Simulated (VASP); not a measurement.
Set up this calculation in VASP 6.6.1, as the native input.

```
Task                   : single point
Functional             : PBE
Potentials or basis    : VASP PAW PBE potentials, release 64 (Ga_d, P)
Cutoff                 : 520 eV
k mesh                 : 8 × 8 × 6
Occupations            : gaussian, width 0.02 eV
Spin                   : no spin polarisation
Dipole correction      : no
Further INCAR settings : ALGO = Normal; EDIFF = 1e-06; NBANDS = 26
```

The structure of GaP lies in POSCAR:

```
GaP
1.0
    2.8351352458      2.8351352458      0.0000000000
   -2.8351352458      2.8351352458      0.0000000000
    0.0000000000      0.0000000000      5.3658381926
Ga P
2 2
Direct
    0.0000000000      0.0000000000      0.0000000000
    0.5000000000      0.5000000000      0.5000000000
    0.5000000000      0.0000000000      0.7500000000
    0.0000000000      0.5000000000      0.2500000000
```

These files were run (other wordings do the same):

INCAR

```
PREC = Accurate
ENCUT = 520
EDIFF = 1E-6
ISMEAR = 0
SIGMA = 0.02
LREAL = False
LASPH = True
NELM = 60
ALGO = Normal
ISIF = 2
LWAVE = False
LCHARG = True
GGA = PE
LELF = True
LVHAR = True
NBANDS = 26
```

KPOINTS

```
regular mesh
0
Gamma
  8 8 6
```

Potentials or basis: VASP PAW PBE potentials, release 64 (Ga_d, P).

Launch:

```bash
$ cat potpaw_PBE.64/Ga_d/POTCAR potpaw_PBE.64/P/POTCAR > POTCAR
$ mpirun -np 1 vasp_std > vasp.out
```

It gave:

The pressure is -2.3 GPa. The band gap on the k mesh is 1.11 eV.

Run time: 96 s on 1 thread of Intel Xeon 6455B (shared host), peak memory 0.25 GiB.
